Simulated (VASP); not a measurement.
Set up this calculation in VASP 6.6.1, as the native input.

* Task: single point
* Functional: PBE
* Potentials or basis: VASP PAW PBE potentials, release 64 (Zn, Se, S)
* Cutoff: 520 eV
* k mesh: 4 × 4 × 2
* Occupations: gaussian, width 0.1 eV
* Spin: no spin polarisation
* Dipole correction: no
* Further INCAR settings: ALGO = Normal; EDIFF = 1e-06; NBANDS = 46

The structure of Zn4Se3S lies in POSCAR:

```
Zn4Se3S
1.0
   -4.0151035715     -0.0017598860      0.0019742228
    0.0027763149      0.0038301081     -5.6264074681
   -0.0034784547     -8.0333649243      0.0064091684
Zn Se S
4 3 1
Direct
    0.0003415687      0.0065054718      0.2589479629
    0.5008601281      0.4820429490      0.5000105744
   -0.0001074634      0.0065119322      0.7406372207
    0.4994003087      0.5054911412      0.0000345398
    0.4999938339      0.7499366150      0.2553763382
    0.4998039175      0.7500024739      0.7449071817
   -0.0007550762      0.2489353119      0.0000335261
    0.0004627824      0.2505741050      0.5000526563
```

The input as run:

INCAR

```
SYSTEM = Zn4Se3S
ALGO = Normal ; EDIFF = 1E-6
ENCUT = 520 ; GGA = PE
ISIF = 2 ; ISMEAR = 0
LASPH = .TRUE. ; LCHARG = .FALSE.
LREAL = .FALSE. ; LWAVE = .FALSE.
NBANDS = 46 ; NELM = 100
PREC = Accurate ; SIGMA = 0.1
```

KPOINTS

```
k-points
0
G
  4 4 2
  0 0 0
```

Potentials or basis: VASP PAW PBE potentials, release 64 (Zn, Se, S).

Run with:

```bash
$ cat potpaw_PBE.64/Zn/POTCAR potpaw_PBE.64/Se/POTCAR potpaw_PBE.64/S/POTCAR > POTCAR
$ mpirun -np 1 vasp_std > vasp.out
```

It gave:

| Quantity | Value |
| --- | --- |
| Pressure | 0.2 GPa |
| Largest force | 0.014 eV/Å |
| Band gap on the k mesh | 1.28 eV |

It took 100 s on 1 thread of Intel(R) Xeon(R) 6975P-C (Granite Rapids), on a shared host, peak memory 0.33 GiB.
